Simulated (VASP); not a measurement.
# Ga2O3 (Pm-3m) in VASP: a series of runs

Ga2O3 is run at these levels: PBE; tasks: single point, relaxation of cell and atoms.

Program: VASP 6.6.1. These are calculated values, not measurements. Logs are shortened: lines on timing, memory, paths and dates and some standing lists are left out, and cuts for length are marked.

## 1. The cell of the first run

Symmetry: Pm-3m, No. 221, cubic system. The conventional cell has a = 3.821 Å, b = 3.821 Å, c = 3.821 Å, α = 90.00°, β = 90.00°, γ = 90.00°. Ga (site symmetry m-3m) has 12 O at 2.70 Å and 8 Ga at 3.31 Å within 3.6 Å. Ga (site symmetry m-3m) has 6 O at 1.91 Å within 2.5 Å. Within 2.5 Å of O (site symmetry 4/mmm) lie 2 Ga at 1.91 Å.

## 2. Single point, PBE, collinear spin, ferromagnetic start

Contents of INCAR:

```
SYSTEM = Ga2O3
ALGO = Normal ; EDIFF = 1E-6
ENCUT = 520 ; GGA = PE
ISIF = 2 ; ISMEAR = 0
ISPIN = 2 ; LASPH = .TRUE.
LCHARG = .TRUE. ; LELF = .TRUE.
LORBIT = 11 ; LREAL = .FALSE.
LVHAR = .TRUE. ; LWAVE = .FALSE.
MAGMOM = 0 0 1 1 1 ; NBANDS = 34
NELM = 150 ; PREC = Accurate
SIGMA = 0.1
```

Contents of KPOINTS:

```
k-points
0
G
  4 4 4
  0 0 0
```

Contents of POSCAR:

```
Ga2O3
1.0
    3.8208387722      0.0000000000      0.0000000000
    0.0000000000      3.8208387722      0.0000000000
    0.0000000000      0.0000000000      3.8208387722
Ga O
2 3
Direct
    0.5000000000      0.5000000000      0.5000000000
    0.0000000000      0.0000000000      0.0000000000
    0.5000000000      0.0000000000      0.0000000000
    0.0000000000      0.5000000000      0.0000000000
    0.0000000000      0.0000000000      0.5000000000
```

Potentials or basis: VASP PAW PBE potentials, release 64 (Ga_d, O).

Command:

```bash
cat potpaw_PBE.64/Ga_d/POTCAR potpaw_PBE.64/O/POTCAR > POTCAR
mpirun -np 1 vasp_std > vasp.out
```

OUTCAR:

```text
SYSTEM = Ga2O3
   EDIFF = 1E-6
   ENCUT = 520
   GGA = PE
   ISIF = 2
   ISMEAR = 0
   ISPIN = 2
   LASPH = .TRUE.
   LORBIT = 11
   LREAL = .FALSE.
   NELM = 150
   PREC = Accurate

 ion  position               nearest neighbor table
   1  0.500  0.500  0.500-
   2  0.000  0.000  0.000-   3 1.91   4 1.91   5 1.91   5 1.91   4 1.91   3 1.91
   3  0.500  0.000  0.000-   2 1.91   2 1.91
   4  0.000  0.500  0.000-   2 1.91   2 1.91
   5  0.000  0.000  0.500-   2 1.91   2 1.91

  LATTYP: Found a simple cubic cell.
 ALAT       =     3.8208387722

  Lattice vectors:

 A1 = (   3.8208387722,   0.0000000000,   0.0000000000)
 A2 = (   0.0000000000,   3.8208387722,   0.0000000000)
 A3 = (   0.0000000000,   0.0000000000,   3.8208387722)

Analysis of symmetry for initial positions (statically):
=====================================================================
 Subroutine PRICEL returns:
 Original cell was already a primitive cell.

 Routine SETGRP: Setting up the symmetry group for a
 simple cubic supercell.

 Subroutine GETGRP returns: Found 48 space group operations
 (whereof 48 operations were pure point group operations)
 out of a pool of 48 trial point group operations.

The static configuration has the point symmetry O_h .

Analysis of symmetry for dynamics (positions and initial velocities):
=====================================================================
 Subroutine PRICEL returns:
 Original cell was already a primitive cell.

 Routine SETGRP: Setting up the symmetry group for a
 simple cubic supercell.

 Subroutine GETGRP returns: Found 48 space group operations
 (whereof 48 operations were pure point group operations)
 out of a pool of 48 trial point group operations.

The dynamic configuration has the point symmetry O_h .

Analysis of structural, dynamic, and magnetic symmetry:
=====================================================================
 Subroutine PRICEL returns:
 Original cell was already a primitive cell.

 Routine SETGRP: Setting up the symmetry group for a
 simple cubic supercell.

 Subroutine GETGRP returns: Found 48 space group operations
 (whereof 48 operations were pure point group operations)
 out of a pool of 48 trial point group operations.

The overall configuration has the point symmetry O_h .

 Subroutine INISYM returns: Found 48 space group operations
 (whereof 48 operations are pure point group operations),
 and found     1 'primitive' translations

----------------------------------------------------------------------------------------

                                     Primitive cell

  volume of cell :      55.7797

  direct lattice vectors                    reciprocal lattice vectors
     3.820838772  0.000000000  0.000000000     0.261722637  0.000000000  0.000000000
     0.000000000  3.820838772  0.000000000     0.000000000  0.261722637  0.000000000
     0.000000000  0.000000000  3.820838772     0.000000000  0.000000000  0.261722637

  length of vectors
     3.820838772  3.820838772  3.820838772     0.261722637  0.261722637  0.261722637

  position of ions in fractional coordinates (direct lattice)
     0.500000000  0.500000000  0.500000000
     0.000000000  0.000000000  0.000000000
     0.500000000  0.000000000  0.000000000
     0.000000000  0.500000000  0.000000000
     0.000000000  0.000000000  0.500000000

  ion indices of the primitive-cell ions
   primitive index   ion index
                 1           1
                 2           2
                 3           3
                 4           4
                 5           5

----------------------------------------------------------------------------------------

 KPOINTS: k-points

Automatic generation of k-mesh.
 Grid dimensions read from file:
 generate k-points for:    4    4    4

 Generating k-lattice:

  Cartesian coordinates                     Fractional coordinates (reciprocal lattice)
     0.065430659  0.000000000  0.000000000     0.250000000  0.000000000  0.000000000
     0.000000000  0.065430659  0.000000000     0.000000000  0.250000000  0.000000000
     0.000000000  0.000000000  0.065430659     0.000000000  0.000000000  0.250000000

  Length of vectors
     0.065430659  0.065430659  0.065430659

  Shift w.r.t. Gamma in fractional coordinates (k-lattice)
     0.000000000  0.000000000  0.000000000

 Subroutine IBZKPT returns following result:
 ===========================================

 Found     10 irreducible k-points:

 Following reciprocal coordinates:
            Coordinates               Weight
  0.000000  0.000000  0.000000      1.000000
  0.250000  0.000000  0.000000      6.000000
  0.500000  0.000000  0.000000      3.000000
  0.250000  0.250000  0.000000     12.000000
  0.500000  0.250000  0.000000     12.000000
  0.500000  0.500000  0.000000      3.000000
  0.250000  0.250000  0.250000      8.000000
  0.500000  0.250000  0.250000     12.000000
  0.500000  0.500000  0.250000      6.000000
  0.500000  0.500000  0.500000      1.000000
   k-points           NKPTS =     10   k-points in BZ     NKDIM =     10   number of bands    NBANDS=     34
   number of dos      NEDOS =    301   number of ions     NIONS =      5
   total plane-waves  NPLWV =  21952
   dimension x,y,z NGX =    28 NGY =   28 NGZ =   28
   dimension x,y,z NGXF=    56 NGYF=   56 NGZF=   56
   ions per type =               2   3
   NGX,Y,Z   is equivalent  to a cutoff of  12.18, 12.18, 12.18 a.u.
   NGXF,Y,Z  is equivalent  to a cutoff of  24.37, 24.37, 24.37 a.u.
 SYSTEM =  Ga2O3
   PREC   = accura    normal or accurate (medium, high low for compatibility)
   ISTART =      0    job   : 0-new  1-cont  2-samecut
   ICHARG =      2    charge: 1-file 2-atom 10-const
   ISPIN  =      2    spin polarized calculation?
   LNONCOLLINEAR =      F non collinear calculations
   LSORBIT =      F    spin-orbit coupling
   LASPH  =      T    aspherical Exc in radial PAW
   ENCUT  =  520.0 eV  38.22 Ry    6.18 a.u.   7.10  7.10  7.10*2*pi/ulx,y,z
   NELM   =    150;   NELMIN=  2; NELMDL= -5     # of ELM steps
   EDIFF  = 0.1E-05   stopping-criterion for ELM
   LREAL  =      F    real-space projection
   EDIFFG = 0.1E-04   stopping-criterion for IOM
   NSW    =      0    number of steps for IOM
   IBRION =     -1    ionic relax: 0-MD 1-quasi-New 2-CG
   NFREE  =      0    steps in history (QN), initial steepest desc. (CG)
   ISIF   =      2    stress and relaxation
   ISYM   =      2    0-nonsym 1-usesym 2-fastsym
   POTIM  = 0.5000    time-step for ionic-motion
   TEBEG  =    0.0;   TEEND  =   0.0 temperature during run
   PSTRESS=    0.0 pullay stress
   NELECT =      44.0000    total number of electrons
   NUPDOWN=      -1.0000    fix difference up-down
   EMIN   =  10.00;   EMAX   =-10.00  energy-range for DOS
   EFERMI =   0.00;   METHOD = LEGACY
   ISMEAR =     0;   SIGMA  =   0.10  broadening in eV -4-tet -1-fermi 0-gaus
   EFERMI_NEDOS =   21; number of points for ismear=-14 and -15
   IALGO  =     38    algorithm
   IMIX   =      4    mixing-type and parameters
     AMIX     =   0.40;   BMIX     =  1.00
     AMIX_MAG =   1.60;   BMIX_MAG =  1.00
  volume/ion in A,a.u.               =      11.16        75.28
  Fermi-wavevector in a.u.,A,eV,Ry     =   1.512633  2.858463 31.130942  2.288060
  Thomas-Fermi vector in A             =   2.622532
   LORBIT       =     11    0 simple, 1 ext, 2 COOP (PROOUT), +10 PAW based schemes
   GGA     = PE    functional components
   LHFCALC =     F    Hartree Fock is set to
   AEXX    =    0.0000 exact exchange contribution
   IVDW    =     0    specifies the selected vdW correction
   LEPSILON=     F    determine dielectric tensor
   LRPA    =     F    only Hartree local field effects (RPA)
 spin polarized calculation
 Gauss-broadening in eV      SIGMA  =   0.10
  energy-cutoff  :      520.00
  volume of cell :       55.78
 maximum number of plane-waves:      1516
   NGX = 15   NGY = 15   NGZ = 15

 number of electron      44.0000032 magnetization       0.0001005

 number of electron      44.0000032 magnetization      -0.0004528

 Free energy of the ion-electron system (eV)
  ---------------------------------------------------
  ext. energy  EPLUGINS =         0.00000000
  ---------------------------------------------------
  free energy    TOTEN  =       -24.51322936 eV

  energy without entropy =      -24.50553709  energy(sigma->0) =      -24.50938322

 E-fermi :   3.7275     XC(G=0): -11.5629

 val. band max:        3.6609041210   @ k =   0.5000   0.5000   0.5000
 cond. band min:       3.9582340053   @ k =   0.5000   0.2500   0.2500
 fundamental gap:      0.2973298843
 Fermi energy:         3.7274707715

 spin component 1

 k-point     1 :       0.0000    0.0000    0.0000
  band No.  band energies     occupation
      1     -14.8416      1.00000
      2     -13.0166      1.00000
      3     -13.0166      1.00000
      4     -10.7821      1.00000
      5     -10.7821      1.00000
      6     -10.7821      1.00000
[... 359 lines left out ...]
     33      21.7197      0.00000
     34      25.2640      0.00000
 Fermi energy:         3.7274707715

 spin component 2

 k-point     1 :       0.0000    0.0000    0.0000
  band No.  band energies     occupation
      1     -14.8418      1.00000
      2     -13.0168      1.00000
      3     -13.0168      1.00000
      4     -10.7821      1.00000
      5     -10.7821      1.00000
      6     -10.7821      1.00000
[... 359 lines left out ...]
     33      21.7196      0.00000
     34      25.2660      0.00000

------------------------ aborting loop because EDIFF is reached ----------------------------------------

  FORCE on cell =-STRESS in cart. coord.  units (eV):
  Direction    XX          YY          ZZ          XY          YZ          ZX
  --------------------------------------------------------------------------------------
  -------------------------------------------------------------------------------------
  Total        0.1536002      0.1536002      0.1536002      0.0000000     -0.0000000     -0.0000000
  in kB        4.4119070      4.4119070      4.4119070      0.0000000     -0.0000000     -0.0000000
  external PRESSURE =       4.4119070 kB  Pullay stress =       0.0000000 kB

 VOLUME and BASIS-vectors are now :
 -----------------------------------------------------------------------------
  energy-cutoff  :      520.00
  volume of cell :       55.78
      direct lattice vectors                 reciprocal lattice vectors
     3.820838772  0.000000000  0.000000000     0.261722637  0.000000000  0.000000000
     0.000000000  3.820838772  0.000000000     0.000000000  0.261722637  0.000000000
     0.000000000  0.000000000  3.820838772     0.000000000  0.000000000  0.261722637

 POSITION                                       TOTAL-FORCE (eV/Angst)
 -----------------------------------------------------------------------------------
      1.91042      1.91042      1.91042         0.000000      0.000000      0.000000
      0.00000      0.00000      0.00000         0.000000      0.000000      0.000000
      1.91042      0.00000      0.00000         0.000000      0.000000      0.000000
      0.00000      1.91042      0.00000         0.000000      0.000000      0.000000
      0.00000      0.00000      1.91042         0.000000      0.000000      0.000000
 -----------------------------------------------------------------------------------
    total drift:                                0.000000      0.000000      0.000000

  FREE ENERGIE OF THE ION-ELECTRON SYSTEM (eV)
  ---------------------------------------------------
  free  energy   TOTEN  =       -24.5132293598 eV

  energy  without entropy=      -24.5055370882  energy(sigma->0) =      -24.50938322

 total charge

# of ion       s       p       d       tot
------------------------------------------
    1        0.824   0.257   9.973  11.055
    2        0.657   0.832  10.367  11.855
    3        1.580   3.393   0.000   4.973
    4        1.580   3.393   0.000   4.973
    5        1.580   3.393   0.000   4.973
--------------------------------------------------
tot          6.222  11.268  20.340  37.830

 magnetization (x)

# of ion       s       p       d       tot
------------------------------------------
    1       -0.000   0.000   0.000   0.000
    2        0.000   0.000  -0.000  -0.000
    3       -0.000  -0.000   0.000  -0.000
    4       -0.000  -0.000   0.000  -0.000
    5       -0.000  -0.000   0.000  -0.000
--------------------------------------------------
tot         -0.000  -0.000  -0.000  -0.000
```

Run time: 27 s. Hardware: 1 thread of AMD EPYC 7R13 (Zen 3), shared host; peak memory 0.15 GiB.

Results:

```
Free energy                                           : -24.5132 eV
Pressure                                              : 0.4 GPa
Band gap on the k mesh                                : zero (filled and empty bands overlap)
Net moment                                            : 0.00 μB per cell
Valence electrons inside the program's atomic spheres : Ga 11.05, 11.86; O 4.97
```

Levels at points of the mesh, in eV from the Fermi level:
Spin up:
```csv
k point,band 20,band 21,band 22,band 23,band 24,band 25
"(0.00, 0.00, 0.00)",-0.91,-0.86,-0.86,-0.86,4.67,8.23
"(0.50, 0.00, 0.00)",-1.35,-0.70,-0.70,1.29,4.04,7.08
"(0.50, 0.50, 0.00)",-1.38,-0.09,0.24,0.91,5.85,6.12
"(0.50, 0.50, 0.50)",-0.07,0.25,0.25,0.25,7.57,7.57
```
Spin down:
```
           k point  band 20  band 21  band 22  band 23  band 24  band 25
(0.00, 0.00, 0.00)    -0.91    -0.86    -0.86    -0.86     4.67     8.23
(0.50, 0.00, 0.00)    -1.35    -0.70    -0.70     1.29     4.04     7.08
(0.50, 0.50, 0.00)    -1.38    -0.09     0.24     0.91     5.85     6.12
(0.50, 0.50, 0.50)    -0.07     0.25     0.25     0.25     7.57     7.57
```

Caveat: the k points lie up to 0.41 Å⁻¹ apart.

## 3. Single point, PBE, collinear spin, ferromagnetic start

This run uses another cell than the first one, of 13.93 Å³/atom, 1.248 times its volume.

Contents of INCAR:

```
SYSTEM = Ga2O3
PREC     = Accurate       ! precision mode
ENCUT    = 520            ! plane-wave cutoff, eV
EDIFF    = 1E-6           ! SCF threshold, eV
ISMEAR   = 0              ! smearing method
SIGMA    = 0.1            ! smearing width, eV
LREAL    = .False.        ! projectors in reciprocal space
LASPH    = .True.         ! aspherical terms in the spheres
NELM     = 150            ! most SCF steps
ALGO     = Normal         ! electronic algorithm
ISIF     = 2              ! what is computed and relaxed
LWAVE    = .False.        ! write WAVECAR
LCHARG   = .False.        ! write CHGCAR
ISPIN    = 2              ! spin polarisation
MAGMOM   = 0 0 1 1 1      ! initial moments
LORBIT   = 11             ! projections on sites
GGA      = PE             ! functional
NBANDS   = 34             ! bands
```

Contents of KPOINTS:

```
Automatic mesh
0
Gamma
  4 4 4
  0 0 0
```

POSCAR: that of step 2 with these lines changed.

```diff
@@ -2,5 +2,5 @@
 1.0
-    3.8208387722      0.0000000000      0.0000000000
-    0.0000000000      3.8208387722      0.0000000000
-    0.0000000000      0.0000000000      3.8208387722
+    4.1139975300      0.0000000000      0.0000000000
+    0.0000000000      4.1139975300      0.0000000000
+    0.0000000000      0.0000000000      4.1139975300
 Ga O
```

Potentials or basis: VASP PAW PBE potentials, release 64 (Ga_d, O).

Command:

```bash
cat potpaw_PBE.64/Ga_d/POTCAR potpaw_PBE.64/O/POTCAR > POTCAR
mpirun -np 1 vasp_std > vasp.out
```

It took 49 s on 1 thread of AMD EPYC 7R13 (Zen 3), shared host; peak memory 0.18 GiB.

The run converged. Its results:

| Property | Result |
| --- | --- |
| Free energy | -23.6264 eV |
| Pressure | -15.6 GPa |
| Net moment | -1.53 μB per cell |
| Site moments | Ga -0.15, +0.02; O -0.38 μB |
| Valence electrons inside the program's atomic spheres | Ga 11.14, 11.40; O 4.86 |

Levels at points of the mesh, in eV from the Fermi level:
Spin up:
```csv
k point,band 18,band 19,band 20,band 21,band 22,band 23,band 24,band 25
"(0.00, 0.00, 0.00)",-0.49,-0.49,-0.49,-0.36,-0.36,-0.36,2.06,7.27
"(0.50, 0.00, 0.00)",-1.02,-1.02,-0.67,-0.30,-0.30,0.91,3.84,5.54
"(0.50, 0.50, 0.00)",-1.64,-0.77,-0.77,-0.46,0.48,0.55,5.47,5.47
"(0.50, 0.50, 0.50)",-2.33,-0.45,-0.45,0.49,0.49,0.49,6.68,6.68
```
Spin down:
| k point | band 19 | band 20 | band 21 | band 22 | band 23 | band 24 | band 25 | band 26 | band 27 | band 28 |
| --- | --- | --- | --- | --- | --- | --- | --- | --- | --- | --- |
| (0.00, 0.00, 0.00) | -1.22 | -1.22 | -1.15 | -1.15 | -1.15 | 1.94 | 6.93 | 6.93 | 6.93 | 10.06 |
| (0.50, 0.00, 0.00) | -1.78 | -1.48 | -1.07 | -1.07 | 0.24 | 3.66 | 5.37 | 6.19 | 6.19 | 10.63 |
| (0.50, 0.50, 0.00) | -1.57 | -1.57 | -0.80 | -0.45 | -0.04 | 5.08 | 5.08 | 5.49 | 7.15 | 10.19 |
| (0.50, 0.50, 0.50) | -0.78 | -0.78 | -0.44 | -0.44 | -0.44 | 6.25 | 6.25 | 6.25 | 8.06 | 8.06 |

Caveat: the k points lie up to 0.38 Å⁻¹ apart.

[end of part 1 of 3]
